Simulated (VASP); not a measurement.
Here is a VASP 6.6.1 calculation.

File POSCAR:

```
InAs
1.0
    0.0000000000      2.8773040000      2.8773040000
    2.8773040000      0.0000000000      2.8773040000
    2.8773040000      2.8773040000      0.0000000000
In As
1 1
Direct
    0.5000000000      0.5000000000      0.5000000000
    0.0000000000      0.0000000000      0.0000000000
```

File INCAR.step1:

```
PREC = Accurate
ENCUT = 550
ISMEAR = -1
SIGMA = 0.1
LREAL = F
LASPH = T
NELM = 120
NBANDS = 16
GGA = PE
ALGO = Normal
EDIFF = 1E-5
LWAVE = T
LCHARG = F
GGA_COMPAT = F
```

The input INCAR.step2:

```
PREC = Accurate
ENCUT = 550
EDIFF = 1E-6
ISMEAR = -1
SIGMA = 0.1
LREAL = F
LASPH = T
NELM = 120
ALGO = Normal
ISIF = 2
LWAVE = F
LCHARG = F
METAGGA = R2SCAN
LMIXTAU = T
NBANDS = 16
ISTART = 1
GGA_COMPAT = F
```

File KPOINTS:

```
Automatic mesh
0
Gamma
  7 7 7
```

Potentials or basis: VASP PAW PBE potentials, release 64 (In_d, As).

Command:

```sh
$ cat potpaw_PBE.64/In_d/POTCAR potpaw_PBE.64/As/POTCAR > POTCAR
$ cp INCAR.step1 INCAR
$ mpirun -np 1 vasp_std > vasp.out
$ cp INCAR.step2 INCAR
$ mpirun -np 1 vasp_std > vasp.out
```

Question: What does it give for the band gap on the k mesh?

Answer: Zero (bands 9 and 10 overlap by 2.51 eV).

Question: Predict the pressure.

Answer: -2.2 GPa.

Caveat: the PAW data sets were made with another functional, which shifts forces and pressure a little; spin-orbit coupling is left out, which moves the levels of the heavy elements.
